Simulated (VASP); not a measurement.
# BN (P3m1) in VASP: single point with PBEsol

Aim: the single point of BN with PBEsol.

Everything below comes from runs of VASP 6.6.1. Logs are shortened: lines on timing, memory, paths and dates and some standing lists are left out, and cuts for length are marked.

**1. The cell of the first run**

It takes space group P3m1 (No. 156, trigonal). Conventional cell: a = 2.541 Å, b = 2.541 Å, c = 18.610 Å, α = 90.00°, β = 90.00°, γ = 120.00°. B (site symmetry 3m) has 3 N at 1.56 Å within 2.1 Å. Within 2.1 Å of B (site symmetry 3m) lie 4 N at 1.56 to 1.57 Å. Within 2.1 Å of B (site symmetry 3m) lie 4 N at 1.56 to 1.57 Å. B (site symmetry 3m) has 4 N at 1.56 to 1.57 Å within 2.1 Å. B (site symmetry 3m) has 4 N at 1.56 to 1.57 Å within 2.1 Å. Within 2.1 Å of B (site symmetry 3m) lie 4 N at 1.56 to 1.57 Å. N (site symmetry 3m) has 3 B at 1.56 Å within 2.1 Å. N (site symmetry 3m) has 4 B at 1.56 to 1.57 Å within 2.1 Å.

**2. Single point, PBEsol (the distance across one plane changed)**

Contents of INCAR:

```
SYSTEM = BN
  PREC = Accurate
  ENCUT = 600
  EDIFF = 1E-6
  ISMEAR = 0
  SIGMA = 0.05
  LREAL = .False.
  LASPH = .True.
  NELM = 120
  ALGO = Normal
  ISIF = 2
  LWAVE = .False.
  LCHARG = .False.
  GGA = PS
  NBANDS = 36
  GGA_COMPAT = .False.
```

Contents of KPOINTS:

```
Automatic mesh
0
Gamma
  10 10 2
  0 0 0
```

Contents of POSCAR:

```
BN
1.0
   -2.5410113134      0.0000000000      0.0000000000
   -1.2705056567     -2.2005803487      0.0000000000
    0.0000000000      0.0000000000     18.6098865131
B N
6 6
Direct
    0.6666666667      0.6666666667      0.0423117003
    0.6666666667      0.6666666667      0.2681752756
    0.6666666667      0.6666666667      0.4940388509
    0.3333333333      0.3333333333      0.6069706386
    0.3333333333      0.3333333333      0.1552434879
    0.3333333333      0.3333333333      0.3811070633
    0.6666666667      0.6666666667      0.6353241985
    0.6666666667      0.6666666667      0.1835970478
    0.6666666667      0.6666666667      0.4094606231
    0.3333333333      0.3333333333      0.5223924108
    0.3333333333      0.3333333333      0.0706652601
    0.3333333333      0.3333333333      0.2965288355
```

Potentials or basis: VASP PAW PBE potentials, release 64 (B, N).

Command:

```console
> cat potpaw_PBE.64/B/POTCAR potpaw_PBE.64/N/POTCAR > POTCAR
> mpirun -np 1 vasp_std > vasp.out
```

OUTCAR:

```text
SYSTEM = BN
   PREC = Accurate
   ENCUT = 600
   EDIFF = 1E-6
   ISMEAR = 0
   LREAL = .False.
   LASPH = .True.
   NELM = 120
   ISIF = 2
   GGA = PS

 ion  position               nearest neighbor table
   1  0.667  0.667  0.042-  11 1.56  11 1.56  11 1.56
   2  0.667  0.667  0.268-  12 1.56  12 1.56  12 1.56   8 1.57
   3  0.667  0.667  0.494-  10 1.56  10 1.56  10 1.56   9 1.57
   4  0.333  0.333  0.607-   7 1.56   7 1.56   7 1.56  10 1.57
   5  0.333  0.333  0.155-   8 1.56   8 1.56   8 1.56  11 1.57
   6  0.333  0.333  0.381-   9 1.56   9 1.56   9 1.56  12 1.57
   7  0.667  0.667  0.635-   4 1.56   4 1.56   4 1.56
   8  0.667  0.667  0.184-   5 1.56   5 1.56   5 1.56   2 1.57
   9  0.667  0.667  0.409-   6 1.56   6 1.56   6 1.56   3 1.57
  10  0.333  0.333  0.522-   3 1.56   3 1.56   3 1.56   4 1.57
  11  0.333  0.333  0.071-   1 1.56   1 1.56   1 1.56   5 1.57
  12  0.333  0.333  0.297-   2 1.56   2 1.56   2 1.56   6 1.57

  LATTYP: Found a hexagonal cell.
 ALAT       =     2.5410113134
 C/A-ratio  =     7.3238109626

  Lattice vectors:

 A1 = (   1.2705056567,   2.2005803487,   0.0000000000)
 A2 = (  -2.5410113134,   0.0000000000,   0.0000000000)
 A3 = (   0.0000000000,   0.0000000000,  18.6098865131)

Analysis of symmetry for initial positions (statically):
=====================================================================
 Subroutine PRICEL returns:
 Original cell was already a primitive cell.

 Routine SETGRP: Setting up the symmetry group for a
 hexagonal supercell.

 Subroutine GETGRP returns: Found  6 space group operations
 (whereof  6 operations were pure point group operations)
 out of a pool of 24 trial point group operations.

The static configuration has the point symmetry C_3v.

Analysis of symmetry for dynamics (positions and initial velocities):
=====================================================================
 Subroutine PRICEL returns:
 Original cell was already a primitive cell.

 Routine SETGRP: Setting up the symmetry group for a
 hexagonal supercell.

 Subroutine GETGRP returns: Found  6 space group operations
 (whereof  6 operations were pure point group operations)
 out of a pool of 24 trial point group operations.

The dynamic configuration has the point symmetry C_3v.

 Subroutine INISYM returns: Found  6 space group operations
 (whereof  6 operations are pure point group operations),
 and found     1 'primitive' translations

----------------------------------------------------------------------------------------

                                     Primitive cell

  volume of cell :     104.0609

  direct lattice vectors                    reciprocal lattice vectors
    -2.541011313  0.000000000  0.000000000    -0.393544096  0.227212790  0.000000000
    -1.270505657 -2.200580349  0.000000000     0.000000000 -0.454425579  0.000000000
     0.000000000  0.000000000 18.609886513     0.000000000  0.000000000  0.053734879

  length of vectors
     2.541011313  2.541011313 18.609886513     0.454425579  0.454425579  0.053734879

  position of ions in fractional coordinates (direct lattice)
     0.666666667  0.666666667  0.042311700
     0.666666667  0.666666667  0.268175276
     0.666666667  0.666666667  0.494038851
     0.333333333  0.333333333  0.606970639
     0.333333333  0.333333333  0.155243488
     0.333333333  0.333333333  0.381107063
     0.666666667  0.666666667  0.635324199
     0.666666667  0.666666667  0.183597048
     0.666666667  0.666666667  0.409460623
     0.333333333  0.333333333  0.522392411
     0.333333333  0.333333333  0.070665260
     0.333333333  0.333333333  0.296528835

  ion indices of the primitive-cell ions
   primitive index   ion index
                 1           1
                 2           2
                 3           3
                 4           4
                 5           5
                 6           6
                 7           7
                 8           8
                 9           9
                10          10
                11          11
                12          12

----------------------------------------------------------------------------------------

 KPOINTS: Automatic mesh

Automatic generation of k-mesh.
 Grid dimensions read from file:
 generate k-points for:   10   10    2

 Generating k-lattice:

  Cartesian coordinates                     Fractional coordinates (reciprocal lattice)
    -0.039354410  0.022721279  0.000000000     0.100000000  0.000000000  0.000000000
     0.000000000 -0.045442558  0.000000000     0.000000000  0.100000000  0.000000000
     0.000000000  0.000000000  0.026867440     0.000000000  0.000000000  0.500000000

  Length of vectors
     0.045442558  0.045442558  0.026867440

  Shift w.r.t. Gamma in fractional coordinates (k-lattice)
     0.000000000  0.000000000  0.000000000

 Subroutine IBZKPT returns following result:
 ===========================================

 Found     28 irreducible k-points:

 Following reciprocal coordinates:
            Coordinates               Weight
  0.000000  0.000000  0.000000      1.000000
  0.100000  0.000000  0.000000      6.000000
  0.200000  0.000000  0.000000      6.000000
  0.300000 -0.000000  0.000000      6.000000
  0.400000 -0.000000  0.000000      6.000000
  0.500000  0.000000  0.000000      3.000000
[... 16 lines left out ...]
  0.400000  0.100000  0.500000     12.000000
  0.500000  0.100000  0.500000     12.000000
 [... further k-points ...]
   k-points           NKPTS =     28   k-points in BZ     NKDIM =     28   number of bands    NBANDS=     36
   number of dos      NEDOS =    301   number of ions     NIONS =     12
   total plane-waves  NPLWV =  60000
   dimension x,y,z NGX =    20 NGY =   20 NGZ =  150
   dimension x,y,z NGXF=    40 NGYF=   40 NGZF=  300
   ions per type =               6   6
   NGX,Y,Z   is equivalent  to a cutoff of  13.09, 13.09, 13.40 a.u.
   NGXF,Y,Z  is equivalent  to a cutoff of  26.17, 26.17, 26.80 a.u.
 SYSTEM =  BN
   PREC   = accura    normal or accurate (medium, high low for compatibility)
   ISTART =      0    job   : 0-new  1-cont  2-samecut
   ICHARG =      2    charge: 1-file 2-atom 10-const
   ISPIN  =      1    spin polarized calculation?
   LNONCOLLINEAR =      F non collinear calculations
   LSORBIT =      F    spin-orbit coupling
   LASPH  =      T    aspherical Exc in radial PAW
   ENCUT  =  600.0 eV  44.10 Ry    6.64 a.u.   5.08  5.08 37.17*2*pi/ulx,y,z
   NELM   =    120;   NELMIN=  2; NELMDL= -5     # of ELM steps
   EDIFF  = 0.1E-05   stopping-criterion for ELM
   LREAL  =      F    real-space projection
   EDIFFG = 0.1E-04   stopping-criterion for IOM
   NSW    =      0    number of steps for IOM
   IBRION =     -1    ionic relax: 0-MD 1-quasi-New 2-CG
   NFREE  =      0    steps in history (QN), initial steepest desc. (CG)
   ISIF   =      2    stress and relaxation
   ISYM   =      2    0-nonsym 1-usesym 2-fastsym
   POTIM  = 0.5000    time-step for ionic-motion
   TEBEG  =    0.0;   TEEND  =   0.0 temperature during run
   PSTRESS=    0.0 pullay stress
   NELECT =      48.0000    total number of electrons
   NUPDOWN=      -1.0000    fix difference up-down
   EMIN   =  10.00;   EMAX   =-10.00  energy-range for DOS
   EFERMI =   0.00;   METHOD = LEGACY
   ISMEAR =     0;   SIGMA  =   0.05  broadening in eV -4-tet -1-fermi 0-gaus
   EFERMI_NEDOS =   21; number of points for ismear=-14 and -15
   IALGO  =     38    algorithm
   IMIX   =      4    mixing-type and parameters
     AMIX     =   0.40;   BMIX     =  1.00
     AMIX_MAG =   1.60;   BMIX_MAG =  1.00
  volume/ion in A,a.u.               =       8.67        58.52
  Fermi-wavevector in a.u.,A,eV,Ry     =   1.264909  2.390332 21.769262  1.599996
  Thomas-Fermi vector in A             =   2.398190
   LORBIT       =      0    0 simple, 1 ext, 2 COOP (PROOUT), +10 PAW based schemes
   GGA     = PS    functional components
   LHFCALC =     F    Hartree Fock is set to
   AEXX    =    0.0000 exact exchange contribution
   IVDW    =     0    specifies the selected vdW correction
   LEPSILON=     F    determine dielectric tensor
   LRPA    =     F    only Hartree local field effects (RPA)
 non-spin polarized calculation
 Gauss-broadening in eV      SIGMA  =   0.05
  energy-cutoff  :      600.00
  volume of cell :      104.06
 maximum number of plane-waves:      3500
   NGX = 11   NGY = 11   NGZ = 75

 number of electron      48.0000004 magnetization

 Free energy of the ion-electron system (eV)
  ---------------------------------------------------
  ext. energy  EPLUGINS =         0.00000000
  ---------------------------------------------------
  free energy    TOTEN  =      -104.84568424 eV

  energy without entropy =     -104.83204199  energy(sigma->0) =     -104.83886312

 E-fermi :   3.8866     XC(G=0):  -9.7935

 val. band max:        3.8778447075   @ k =   0.5000   0.2000   0.0000
 cond. band min:       3.8951940191   @ k =   0.2000   0.1000   0.0000
 fundamental gap:      0.0173493116
 Fermi energy:         3.8866126105

 k-point     1 :       0.0000    0.0000    0.0000
  band No.  band energies     occupation
      1     -18.4265      2.00000
      2     -17.4399      2.00000
      3     -16.5374      2.00000
      4     -15.5699      2.00000
      5     -14.4376      2.00000
      6     -12.2988      2.00000
[... 28 lines left out ...]
     35      12.1793      0.00000
     36      12.1824      0.00000

 k-point     2 :       0.1000    0.0000    0.0000
  band No.  band energies     occupation
      1     -18.2099      2.00000
      2     -17.2267      2.00000
      3     -16.3296      2.00000
      4     -15.3712      2.00000
      5     -14.2489      2.00000
      6     -12.1166      2.00000
[... 28 lines left out ...]
     35      12.4701      0.00000
     36      12.7520      0.00000
[... 817 lines left out ...]
     35      13.5916      0.00000
     36      13.9463      0.00000

 k-point    24 :       0.5000    0.1000    0.5000
  band No.  band energies     occupation
      1     -14.6127      2.00000
      2     -13.8777      2.00000
      3     -13.3249      2.00000
      4     -12.7247      2.00000
      5     -11.9288      2.00000
      6      -9.8583      2.00000
[... 28 lines left out ...]
     35      13.7940      0.00000
     36      14.1825      0.00000

 [... further k-points ...]
[... 5 lines left out ...]
  --------------------------------------------------------------------------------------
  -------------------------------------------------------------------------------------
  Total       -2.2742473     -2.2742473      0.7317494      0.0000000     -0.0000000     -0.0000000
  in kB      -35.0155308    -35.0155308     11.2664059      0.0000000     -0.0000000     -0.0000000
  external PRESSURE =     -19.5882186 kB  Pullay stress =       0.0000000 kB

 VOLUME and BASIS-vectors are now :
 -----------------------------------------------------------------------------
  energy-cutoff  :      600.00
  volume of cell :      104.06
      direct lattice vectors                 reciprocal lattice vectors
    -2.541011313  0.000000000  0.000000000    -0.393544096  0.227212790  0.000000000
    -1.270505657 -2.200580349  0.000000000     0.000000000 -0.454425579  0.000000000
     0.000000000  0.000000000 18.609886513     0.000000000  0.000000000  0.053734879

 POSITION                                       TOTAL-FORCE (eV/Angst)
 -----------------------------------------------------------------------------------
     -2.54101     -1.46705      0.78742         0.000000     -0.000000      0.715980
     -2.54101     -1.46705      4.99071         0.000000     -0.000000      0.517898
     -2.54101     -1.46705      9.19401        -0.000000     -0.000000      0.786476
     -1.27051     -0.73353     11.29565        -0.000000     -0.000000      2.875040
     -1.27051     -0.73353      2.88906        -0.000000      0.000000      0.748608
     -1.27051     -0.73353      7.09236        -0.000000     -0.000000      0.571901
     -2.54101     -1.46705     11.82331         0.000000     -0.000000     -2.136943
     -2.54101     -1.46705      3.41672        -0.000000     -0.000000     -0.487174
     -2.54101     -1.46705      7.62002        -0.000000     -0.000000     -0.608311
     -1.27051     -0.73353      9.72166        -0.000000     -0.000000     -1.219178
     -1.27051     -0.73353      1.31507         0.000000      0.000000     -1.222047
     -1.27051     -0.73353      5.51837        -0.000000     -0.000000     -0.542250
 -----------------------------------------------------------------------------------
    total drift:                                0.000000      0.000000     -0.001584

  FREE ENERGIE OF THE ION-ELECTRON SYSTEM (eV)
  ---------------------------------------------------
  free  energy   TOTEN  =      -104.8456842438 eV

  energy  without entropy=     -104.8320419906  energy(sigma->0) =     -104.83886312
```

Run time: 9.4 min. Hardware: 1 thread of AMD EPYC 7R43 (Zen 3), shared host; peak memory 0.23 GiB.

What came out:

* Free energy: -104.8457 eV
* Pressure: -2.0 GPa
* Largest force: 2.875 eV/Å
* Band gap on the k mesh: zero (bands 24 and 25 overlap by 0.51 eV)

Forces on the atoms (eV/Å):
```
B    0.000  0.000  0.716
B    0.000  0.000  0.518
B    0.000  0.000  0.786
B    0.000  0.000  2.875
B    0.000  0.000  0.749
B    0.000  0.000  0.572
N    0.000  0.000 -2.137
N    0.000  0.000 -0.487
N    0.000  0.000 -0.608
N    0.000  0.000 -1.219
N    0.000  0.000 -1.222
N    0.000  0.000 -0.542
```

Levels at points of the mesh, in eV from the Fermi level:
| k point | band 20 | band 21 | band 22 | band 23 | band 24 | band 25 | band 26 | band 27 | band 28 | band 29 |
| --- | --- | --- | --- | --- | --- | --- | --- | --- | --- | --- |
| (0.00, 0.00, 0.00) | -1.27 | -1.27 | -0.46 | -0.22 | 0.43 | 0.43 | 5.72 | 6.47 | 6.47 | 7.10 |
| (0.50, 0.00, 0.00) | -4.59 | -4.18 | -3.71 | -2.06 | -0.23 | 0.12 | 4.30 | 4.87 | 5.49 | 6.10 |
| (0.00, 0.00, 0.50) | -1.27 | -1.27 | -0.47 | -0.21 | 0.43 | 0.43 | 5.71 | 6.47 | 6.47 | 7.09 |
| (0.50, 0.00, 0.50) | -4.59 | -4.18 | -3.71 | -2.06 | -0.23 | 0.12 | 4.30 | 4.87 | 5.49 | 6.10 |

Caveat: the cell differs from its parent crystal (the distance across one plane changed); the PAW data sets were made with another functional, which shifts forces and pressure a little.
